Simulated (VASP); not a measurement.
Crystal: Ba2Be.

```
Ba Be
1.0
     5.64552    0.00000    0.00000
     0.00000    5.64552    0.00000
     0.00000    0.00000    5.64552
Ba Be
4 2
Cartesian
  1.4114 1.4114 4.2341
  4.2341 1.4114 1.4114
  1.4114 4.2341 1.4114
  4.2341 4.2341 4.2341
  2.8228 2.8228 2.8228
  0.0000 0.0000 0.0000
```

The cell was generated, and may not be a known phase.

| Item | Value |
| --- | --- |
| Program | VASP 6.6.1 |
| Task | relaxation of cell and atoms |
| Functional | PBE |
| Potentials or basis | VASP PAW PBE potentials, release 64 (Ba_sv, Be) |
| Cutoff | 600 eV |
| k mesh | 4 × 4 × 4 |
| Occupations | gaussian, width 0.1 eV |
| Spin | no spin polarisation |

At the start: pressure 14.4 GPa; volume 29.99 Å³/atom.

Problem. How do energy, volume and symmetry change on relaxing?

Solution. Over 4 steps the energy falls by 869.6 meV/atom and the volume is 56.45 Å³/atom (+88.2 %); space group Pn-3m (No. 224, to 0.1 Å) before and after.

Step by step:
```csv
step,energy change (eV),largest force (eV/Å),pressure (GPa),volume (Å³)
1,0.0000,0.0000,14.40,179.93
2,-4.2703,0.0000,4.30,259.65
3,-5.1652,0.0000,0.20,333.50
4,-5.2178,0.0000,0.07,338.67
```

Final structure:
```
CELL_PARAMETERS angstrom
6.97042 0.00000 0.00000
0.00000 6.97042 0.00000
0.00000 0.00000 6.97042
ATOMIC_POSITIONS crystal
Ba 0.25000 0.25000 0.75000
Ba 0.75000 0.25000 0.25000
Ba 0.25000 0.75000 0.25000
Ba 0.75000 0.75000 0.75000
Be 0.50000 0.50000 0.50000
Be 0.00000 0.00000 0.00000
```

Caveat: the volume moved by over 15 % at a fixed basis, so the end points are rough.
